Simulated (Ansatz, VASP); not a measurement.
**ZnS: VASP beside Ansatz**

The input INCAR:

```
SYSTEM = ZnS
PREC = Accurate
ENCUT = 520
EDIFF = 1E-8
ISMEAR = -1
SIGMA = 0.02
LREAL = Auto
LASPH = .True.
NELM = 60
ALGO = Normal
ISIF = 2
LWAVE = .False.
LCHARG = .False.
GGA = PE
LEFG = .True.
NBANDS = 86
```

The input KPOINTS:

```
regular mesh
0
Gamma
  9 9 2
  0 0 0
```

Contents of POSCAR:

```
ZnS
1.0
    3.7670371866      0.0000000000      0.0000000000
   -1.8835185933      3.2623499006      0.0000000000
    0.0000000000      0.0000000000     24.9159345000
Zn S
8 8
Direct
    0.3333333333      0.6666666667      0.1251184100
    0.0000000000      0.0000000000      0.0001589700
    0.6666666667      0.3333333333      0.6250474700
    0.6666666667      0.3333333333      0.8751387000
    0.0000000000      0.0000000000      0.7500222700
    0.3333333333      0.6666666667      0.5000781600
    0.0000000000      0.0000000000      0.3750879400
    0.6666666667      0.3333333333      0.2501284900
    0.6666666667      0.3333333333      0.3437219900
    0.6666666667      0.3333333333      0.7185811600
    0.3333333333      0.6666666667      0.2187340500
    0.0000000000      0.0000000000      0.8436723900
    0.6666666667      0.3333333333      0.9688127500
    0.0000000000      0.0000000000      0.0937260600
    0.3333333333      0.6666666667      0.5936859800
    0.0000000000      0.0000000000      0.4686862100
```

Input for Ansatz:

```yaml
crystal:
  lattice:
    - [3.7670371866, 0.0, 0.0]
    - [-1.8835185933, 3.2623499006, 0.0]
    - [0.0, 0.0, 24.9159345]
  atoms:
    - { symbol: Zn, position: [0.3333333333, 0.6666666667, 0.12511841] }
    - { symbol: Zn, position: [0.0, 0.0, 0.00015897] }
    - { symbol: Zn, position: [0.6666666667, 0.3333333333, 0.62504747] }
    - { symbol: Zn, position: [0.6666666667, 0.3333333333, 0.8751387] }
    - { symbol: Zn, position: [0.0, 0.0, 0.75002227] }
    - { symbol: Zn, position: [0.3333333333, 0.6666666667, 0.50007816] }
    - { symbol: Zn, position: [0.0, 0.0, 0.37508794] }
    - { symbol: Zn, position: [0.6666666667, 0.3333333333, 0.25012849] }
    - { symbol: S, position: [0.6666666667, 0.3333333333, 0.34372199] }
    - { symbol: S, position: [0.6666666667, 0.3333333333, 0.71858116] }
    - { symbol: S, position: [0.3333333333, 0.6666666667, 0.21873405] }
    - { symbol: S, position: [0.0, 0.0, 0.84367239] }
    - { symbol: S, position: [0.6666666667, 0.3333333333, 0.96881275] }
    - { symbol: S, position: [0.0, 0.0, 0.09372606] }
    - { symbol: S, position: [0.3333333333, 0.6666666667, 0.59368598] }
    - { symbol: S, position: [0.0, 0.0, 0.46868621] }
kpoints:
  mp_grid: { grid: [9, 9, 2] }
scf:
  occupations: { method: fermi_dirac, width: 0.02 }
hamiltonian:
  xc: pbe
  pseudopotentials: { kind: paw }
output:
  forces: true
  stress: true
  populations: true
  efg:
    quadrupole_moments_barn: { Zn: 0.122, S: -0.0694 }
    contact_densities: true
  write_density: true
  write_potential: true
  elf: true
  volumetric_format: npy
```

Change from the starting cell: x and y stretched by -1 %.

Alike in both runs: task electric field gradients; functional PBE; k mesh 9 × 9 × 2; occupations fermi-dirac, width 0.02 eV; no spin polarisation.

|  | VASP | Ansatz |
| --- | --- | --- |
| version | VASP 6.6.1 | Ansatz 0.2.0 |
| potentials or method | VASP PAW PBE potentials, release 64 (Zn, S) | plane-wave PAW, scalar-relativistic |
| plane-wave cutoff (eV) | 520 | 420 |
| valence electrons in the cell | 144 | 144 |

```tsv
	VASP	Ansatz	Ansatz less VASP
gap on the k mesh at the Fermi level (eV)	2.24	2.24	-0.007
pressure (GPa)	4.3	4.1	-0.19
traceless stress, the component that is largest in VASP (GPa)	-1.08	-1.07	+0.008
rms of the force components (eV/Å)	0.043	0.042	-0.0010
size of Vzz on the site where it differs most (V/Å²)	3.9	3.5	-0.37
```

Atom by atom the forces differ by 0.001 eV/Å (rms over components). With one functional, cell and mesh, what is left measures potentials, basis and numerics.
